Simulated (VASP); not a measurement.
The system is TiSi2.

```xyz
3
Lattice="4.3746 0.0000 0.0000 -2.1873 3.7885 0.0000 0.0000 0.0000 2.5610" Properties=species:S:1:pos:R:3 pbc="T T T"
Ti    0.0000    0.0000    0.0000
Si    0.0000    2.5257    1.2805
Si    2.1873    1.2628    1.2805
```

- Program: VASP 6.6.1
- Task: relaxation of cell and atoms
- Functional: LDA
- Potentials or basis: VASP PAW LDA potentials, release 64 (Ti_sv, Si)
- Cutoff: 600 eV
- k mesh: 6 × 6 × 8
- Occupations: fermi-dirac, width 0.05 eV
- Spin: no spin polarisation

At the start: pressure -7.4 GPa; volume 14.15 Å³/atom.

Problem. How do energy, volume and symmetry change on relaxing?

Solution. Over 6 steps the energy falls by 18.6 meV/atom and the volume is 13.37 Å³/atom (-5.5 %); space group P6/mmm (No. 191, to 0.1 Å) before and after.

Step by step:
```
step  energy change (eV)  largest force (eV/Å)  pressure (GPa)  volume (Å³)
   1              0.0000                0.0002           -7.39        42.45
   2             -0.0224                0.0002            6.80        38.56
   3             -0.0552                0.0002           -0.01        40.18
   4             -0.0552                0.0002            0.15        40.13
   5             -0.0558                0.0001            0.16        40.11
   6             -0.0558                0.0001            0.16        40.11
```

Final structure:
```
CELL_PARAMETERS angstrom
4.28416 0.00001 0.00000
-2.14207 3.71020 0.00000
0.00000 0.00000 2.52347
ATOMIC_POSITIONS crystal
Ti 0.00000 0.00000 0.00000
Si 0.33333 0.66667 0.50000
Si 0.66667 0.33333 0.50000
```
